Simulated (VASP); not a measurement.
# CuO (P1) in VASP: a series of runs

Aim: see how the results for CuO move with the level of theory and the settings. Levels: r2SCAN+U, r2SCAN, LDA+U, PBE, LDA. Tasks: single point.

All numbers are computed with VASP 6.6.1; they aren't measurements. Logs are shortened: lines on timing, memory, paths and dates and some standing lists are left out, and cuts for length are marked.

**1. The cell of the first run**

The typed cell holds 4 atoms: a = 2.988 Å, b = 2.816 Å, c = 5.493 Å, α = 74.89°, β = 74.25°, γ = 66.24°.

**2. Single point, r2SCAN+U**

POSCAR

```
CuO
1.0
    0.1896038200     -2.1722883700     -2.0431441000
   -2.0197235200      0.1062952100     -1.9598354900
    2.3832003700      2.2858393900     -4.3894430400
Cu O
2 2
Direct
    0.4562322400      0.5306856300      0.4854117400
    0.9742842800      0.9858673900      0.0243612000
    0.8016626700      0.7447211200      0.7392802400
    0.2678208100      0.2387258700      0.2509468100
```

INCAR.step1

```
PREC = Accurate
ENCUT = 520
ISMEAR = -1
SIGMA = 0.05
LREAL = F
LASPH = T
NELM = 150
LMAXMIX = 4
LDAU = T
LDAUTYPE = 2
LDAUL = 2 -1
LDAUU = 2 0
LDAUJ = 0 0
NBANDS = 25
GGA = PE
ALGO = Normal
EDIFF = 1E-4
LWAVE = T
LCHARG = F
```

INCAR.step2

```
PREC = Accurate
ENCUT = 520
EDIFF = 1E-6
ISMEAR = -1
SIGMA = 0.05
LREAL = F
LASPH = T
NELM = 150
ALGO = Normal
ISIF = 2
LWAVE = F
LCHARG = F
LMAXMIX = 4
LDAU = T
LDAUTYPE = 2
LDAUL = 2 -1
LDAUU = 2 0
LDAUJ = 0 0
LDAUPRINT = 1
METAGGA = R2SCAN
LMIXTAU = T
NBANDS = 25
ISTART = 1
```

KPOINTS

```
Automatic mesh
0
Gamma
  10 10 5
```

Potentials or basis: VASP PAW PBE potentials, release 64 (Cu, O).

The run is started by

```
$ cat potpaw_PBE.64/Cu/POTCAR potpaw_PBE.64/O/POTCAR > POTCAR
$ cp INCAR.step1 INCAR
$ mpirun -np 1 vasp_std > vasp.out
$ cp INCAR.step2 INCAR
$ mpirun -np 1 vasp_std > vasp.out
```

OUTCAR:

```text
PREC = Accurate
   ENCUT = 520
   EDIFF = 1E-6
   ISMEAR = -1
   LREAL = F
   LASPH = T
   NELM = 150
   ISIF = 2
   METAGGA = R2SCAN
   ISTART = 1

 ion  position               nearest neighbor table
   1  0.456  0.531  0.485-   4 1.99   4 2.03   3 2.04   3 2.26   3 2.29   4 2.34
   2  0.974  0.986  0.024-   4 2.08   4 2.09   3 2.11   4 2.12   3 2.26
   3  0.802  0.745  0.739-   1 2.04   2 2.11   2 2.26   1 2.26   1 2.29
   4  0.268  0.239  0.251-   1 1.99   1 2.03   2 2.08   2 2.09   2 2.12   1 2.34

  Warning from LATTYP: Got some problem with cell dimensions!
  Tried to take original basis but could not verify dimensions!
  LATTYP: Found a triclinic cell.
 ALAT       =     3.1749032664
 B/A-ratio  =     2.7251577931
 C/A-ratio  =     2.2383871059
 COS(alpha) =     0.0043496800
 COS(beta)  =     0.6735101966
 COS(gamma) =     0.7129624062

  Lattice vectors:

 A1 = (   2.2093273400,  -2.2785835800,  -0.0833086100)
 A2 = (   8.6319747500,  -0.2053346100,  -0.5530806700)
 A3 = (   0.0157307900,  -6.7367113400,   2.2629903300)

Analysis of symmetry for initial positions (statically):
=====================================================================
 Subroutine PRICEL returns:
 Original cell was already a primitive cell.

 Routine SETGRP: Setting up the symmetry group for a
 triclinic supercell.

 Subroutine GETGRP returns: Found  1 space group operations
 (whereof  1 operations were pure point group operations)
 out of a pool of  2 trial point group operations.

The static configuration has the point symmetry C_1 .

Analysis of symmetry for dynamics (positions and initial velocities):
=====================================================================
 Subroutine PRICEL returns:
 Original cell was already a primitive cell.

 Routine SETGRP: Setting up the symmetry group for a
 triclinic supercell.

 Subroutine GETGRP returns: Found  1 space group operations
 (whereof  1 operations were pure point group operations)
 out of a pool of  2 trial point group operations.

The dynamic configuration has the point symmetry C_1 .

 Subroutine INISYM returns: Found  1 space group operations
 (whereof  1 operations are pure point group operations),
 and found     1 'primitive' translations

----------------------------------------------------------------------------------------

                                     Primitive cell

  volume of cell :      40.1156

  direct lattice vectors                    reciprocal lattice vectors
     0.189603820 -2.172288370 -2.043144100     0.100043116 -0.337428150 -0.121401226
    -2.019723520  0.106295210 -1.959835490    -0.354112254  0.100633265 -0.139855778
     2.383200370  2.285839390 -4.389443040     0.111540179  0.112130328 -0.108866997

  length of vectors
     2.988180748  2.816298442  5.492896861     0.372296439  0.393804750  0.192006367

  position of ions in fractional coordinates (direct lattice)
     0.456232240  0.530685630  0.485411740
     0.974284280  0.985867390  0.024361200
     0.801662670  0.744721120  0.739280240
     0.267820810  0.238725870  0.250946810

  ion indices of the primitive-cell ions
   primitive index   ion index
                 1           1
                 2           2
[... 97 lines left out ...]
  Thomas-Fermi vector in A             =   2.654110
   LORBIT       =      0    0 simple, 1 ext, 2 COOP (PROOUT), +10 PAW based schemes
 LDA+U is selected, type is set to LDAUTYPE =  2
   angular momentum for each species LDAUL =     2   -1
   U (eV)           for each species LDAUU =   2.0  0.0
   J (eV)           for each species LDAUJ =   0.0  0.0
   METAGGA = R2SCAN    functional components
   LHFCALC =     F    Hartree Fock is set to
   AEXX    =    0.0000 exact exchange contribution
   IVDW    =     0    specifies the selected vdW correction
   LEPSILON=     F    determine dielectric tensor
   LRPA    =     F    only Hartree local field effects (RPA)
 non-spin polarized calculation
  energy-cutoff  :      520.00
  volume of cell :       40.12
 maximum number of plane-waves:      1099
 NGX is ok and might be reduce to    24
   NGX = 11   NGY = 11   NGZ = 21

atom =   1  type =  1  l = 2

 onsite density matrix

spin component  1

  0.9651 -0.0004 -0.0016 -0.0002  0.0010
 -0.0004  0.9649  0.0006  0.0003 -0.0069
 -0.0016  0.0006  0.8568  0.0027  0.0026
 -0.0002  0.0003  0.0027  0.9649  0.0061
  0.0010 -0.0069  0.0026  0.0061  0.8614

spin component  2

  0.9651 -0.0004 -0.0016 -0.0002  0.0010
 -0.0004  0.9649  0.0006  0.0003 -0.0069
 -0.0016  0.0006  0.8568  0.0027  0.0026
 -0.0002  0.0003  0.0027  0.9649  0.0061
  0.0010 -0.0069  0.0026  0.0061  0.8614

 occupancies and eigenvectors

  o =  0.8555  v = -0.0171  0.0332 -0.8962 -0.0026  0.4422  0.0000  0.0000  0.0000  0.0000  0.0000      0.0000  0.0000  0.0000  0.0000  0.0000  0.0000  0.0000  0.0000  0.0000  0.0000
  o =  0.8555  v =  0.0000  0.0000  0.0000  0.0000  0.0000 -0.0171  0.0332 -0.8962 -0.0026  0.4422      0.0000  0.0000  0.0000  0.0000  0.0000  0.0000  0.0000  0.0000  0.0000  0.0000
  o =  0.8618  v =  0.0020 -0.0574 -0.4427  0.0646 -0.8925  0.0000  0.0000  0.0000  0.0000  0.0000      0.0000  0.0000  0.0000  0.0000  0.0000  0.0000  0.0000  0.0000  0.0000  0.0000
  o =  0.8618  v =  0.0000  0.0000  0.0000  0.0000  0.0000  0.0020 -0.0574 -0.4427  0.0646 -0.8925      0.0000  0.0000  0.0000  0.0000  0.0000  0.0000  0.0000  0.0000  0.0000  0.0000
  o =  0.9647  v =  0.7489  0.5819 -0.0000  0.3168 -0.0128  0.0000  0.0000  0.0000  0.0000  0.0000      0.0000  0.0000  0.0000  0.0000  0.0000  0.0000  0.0000  0.0000  0.0000  0.0000
  o =  0.9647  v =  0.0000  0.0000  0.0000  0.0000  0.0000  0.7489  0.5819 -0.0000  0.3168 -0.0128      0.0000  0.0000  0.0000  0.0000  0.0000  0.0000  0.0000  0.0000  0.0000  0.0000
  o =  0.9654  v =  0.0000  0.0000  0.0000  0.0000  0.0000  0.2322  0.2145 -0.0274 -0.9459 -0.0681      0.0000  0.0000  0.0000  0.0000  0.0000  0.0000  0.0000  0.0000  0.0000  0.0000
  o =  0.9654  v =  0.2322  0.2145 -0.0274 -0.9459 -0.0681  0.0000  0.0000  0.0000  0.0000  0.0000      0.0000  0.0000  0.0000  0.0000  0.0000  0.0000  0.0000  0.0000  0.0000  0.0000
  o =  0.9657  v =  0.6204 -0.7816 -0.0130 -0.0286  0.0560  0.0000  0.0000  0.0000  0.0000  0.0000      0.0000  0.0000  0.0000  0.0000  0.0000  0.0000  0.0000  0.0000  0.0000  0.0000
  o =  0.9657  v =  0.0000  0.0000  0.0000  0.0000  0.0000  0.6204 -0.7816 -0.0130 -0.0286  0.0560      0.0000  0.0000  0.0000  0.0000  0.0000  0.0000  0.0000  0.0000  0.0000  0.0000

atom =   2  type =  1  l = 2

 onsite density matrix

spin component  1

  0.9623 -0.0004 -0.0038  0.0000  0.0022
 -0.0004  0.9632  0.0071 -0.0006 -0.0033
 -0.0038  0.0071  0.8327  0.0074  0.0196
  0.0000 -0.0006  0.0074  0.9639  0.0029
  0.0022 -0.0033  0.0196  0.0029  0.8987

spin component  2

  0.9623 -0.0004 -0.0038  0.0000  0.0022
 -0.0004  0.9632  0.0071 -0.0006 -0.0033
 -0.0038  0.0071  0.8327  0.0074  0.0196
  0.0000 -0.0006  0.0074  0.9639  0.0029
  0.0022 -0.0033  0.0196  0.0029  0.8987

 occupancies and eigenvectors

  o =  0.8264  v =  0.0309 -0.0563  0.9616 -0.0463 -0.2627  0.0000  0.0000  0.0000  0.0000  0.0000      0.0000  0.0000  0.0000  0.0000  0.0000  0.0000  0.0000  0.0000  0.0000  0.0000
  o =  0.8264  v =  0.0000  0.0000  0.0000  0.0000  0.0000  0.0309 -0.0563  0.9616 -0.0463 -0.2627      0.0000  0.0000  0.0000  0.0000  0.0000  0.0000  0.0000  0.0000  0.0000  0.0000
  o =  0.9037  v = -0.0184  0.0214  0.2609 -0.0777  0.9618  0.0000  0.0000  0.0000  0.0000  0.0000      0.0000  0.0000  0.0000  0.0000  0.0000  0.0000  0.0000  0.0000  0.0000  0.0000
  o =  0.9037  v =  0.0000  0.0000  0.0000  0.0000  0.0000 -0.0184  0.0214  0.2609 -0.0777  0.9618      0.0000  0.0000  0.0000  0.0000  0.0000  0.0000  0.0000  0.0000  0.0000  0.0000
  o =  0.9621  v =  0.9012  0.4223  0.0043  0.0965  0.0145  0.0000  0.0000  0.0000  0.0000  0.0000      0.0000  0.0000  0.0000  0.0000  0.0000  0.0000  0.0000  0.0000  0.0000  0.0000
  o =  0.9621  v =  0.0000  0.0000  0.0000  0.0000  0.0000  0.9012  0.4223  0.0043  0.0965  0.0145      0.0000  0.0000  0.0000  0.0000  0.0000  0.0000  0.0000  0.0000  0.0000  0.0000
  o =  0.9639  v =  0.0000  0.0000  0.0000  0.0000  0.0000 -0.4263  0.8285  0.0744  0.3550 -0.0181      0.0000  0.0000  0.0000  0.0000  0.0000  0.0000  0.0000  0.0000  0.0000  0.0000
  o =  0.9639  v = -0.4263  0.8285  0.0744  0.3550 -0.0181  0.0000  0.0000  0.0000  0.0000  0.0000      0.0000  0.0000  0.0000  0.0000  0.0000  0.0000  0.0000  0.0000  0.0000  0.0000
  o =  0.9647  v = -0.0696  0.3628 -0.0410 -0.9255 -0.0730  0.0000  0.0000  0.0000  0.0000  0.0000      0.0000  0.0000  0.0000  0.0000  0.0000  0.0000  0.0000  0.0000  0.0000  0.0000
  o =  0.9647  v =  0.0000  0.0000  0.0000  0.0000  0.0000 -0.0696  0.3628 -0.0410 -0.9255 -0.0730      0.0000  0.0000  0.0000  0.0000  0.0000  0.0000  0.0000  0.0000  0.0000  0.0000

 number of electron      34.0000006 magnetization

 Free energy of the ion-electron system (eV)
  ---------------------------------------------------
  ext. energy  EPLUGINS =         0.00000000
  ---------------------------------------------------
  free energy    TOTEN  =       -33.95753217 eV

  energy without entropy =      -33.92972896  energy(sigma->0) =      -33.94363056

 E-fermi :   4.8872     XC(G=0): -12.7507

 val. band max:        4.8816801089   @ k =   0.4000  -0.0000   0.0000
 cond. band min:       4.8890612688   @ k =  -0.1000   0.2000   0.2000
 fundamental gap:      0.0073811598
 Fermi energy:         4.8871621113

 k-point     1 :       0.0000    0.0000    0.0000
  band No.  band energies     occupation
      1     -15.3339      2.00000
      2     -13.8919      2.00000
      3      -2.2622      2.00000
      4      -0.0174      2.00000
      5       0.4484      2.00000
      6       1.5286      2.00000
[... 661 lines left out ...]
     24      17.9940      0.00000
     25      19.4054      0.00000

 [... further k-points ...]
[... 5 lines left out ...]
  --------------------------------------------------------------------------------------
  -------------------------------------------------------------------------------------
  Total       -3.0057167     -2.4768094     -3.1013088      0.3913401      0.5762044      2.2721904
  in kB     -120.0452645    -98.9212463   -123.8631170     15.6297268     23.0130183     90.7489708
  external PRESSURE =    -114.2765426 kB  Pullay stress =       0.0000000 kB

 VOLUME and BASIS-vectors are now :
 -----------------------------------------------------------------------------
  energy-cutoff  :      520.00
  volume of cell :       40.12
      direct lattice vectors                 reciprocal lattice vectors
     0.189603820 -2.172288370 -2.043144100     0.100043116 -0.337428150 -0.121401226
    -2.019723520  0.106295210 -1.959835490    -0.354112254  0.100633265 -0.139855778
     2.383200370  2.285839390 -4.389443040     0.111540179  0.112130328 -0.108866997

 POSITION                                       TOTAL-FORCE (eV/Angst)
 -----------------------------------------------------------------------------------
      0.17150      0.17491     -4.10289         1.064582      0.017304     -1.211398
     -1.74839     -1.95595     -4.02967        -0.750060     -1.083302      0.547926
      0.40972      0.02759     -6.34247         0.088167      0.548573     -0.012587
      0.16668      0.01722     -2.11658        -0.402689      0.517426      0.676058
 -----------------------------------------------------------------------------------
    total drift:                               -0.004178      0.013679     -0.009092

  FREE ENERGIE OF THE ION-ELECTRON SYSTEM (eV)
  ---------------------------------------------------
  free  energy   TOTEN  =       -33.9575321657 eV

  energy  without entropy=      -33.9297289597  energy(sigma->0) =      -33.94363056
```

It took 8.2 min on 1 thread of Intel Xeon 6975P-C (Granite Rapids), shared host; peak memory 0.32 GiB.

What came out:

| Quantity | Value |
| --- | --- |
| Free energy | -33.9575 eV |
| Pressure | -11.4 GPa |
| Largest force | 1.613 eV/Å |
| Band gap on the k mesh | zero (band 17 reaches 5.35 eV, above the bottom of band 18 at 4.59 eV) |

Forces on the atoms (eV/Å):
```
Cu   1.065  0.017 -1.211
Cu  -0.750 -1.083  0.548
O    0.088  0.549 -0.013
O   -0.403  0.517  0.676
```

Eigenvalues of the final occupation matrices:
```
    site  spin  trace               eigenvalues
site 1 d     1   4.61  0.86 0.86 0.96 0.97 0.97
site 1 d     2   4.61  0.86 0.86 0.96 0.97 0.97
site 2 d     1   4.62  0.83 0.90 0.96 0.96 0.96
site 2 d     2   4.62  0.83 0.90 0.96 0.96 0.96
```

Caveat: the PAW data sets were made with another functional, which shifts forces and pressure a little; U without spin polarisation on a metal has little footing.

(Part 1 of 2 ends here.)
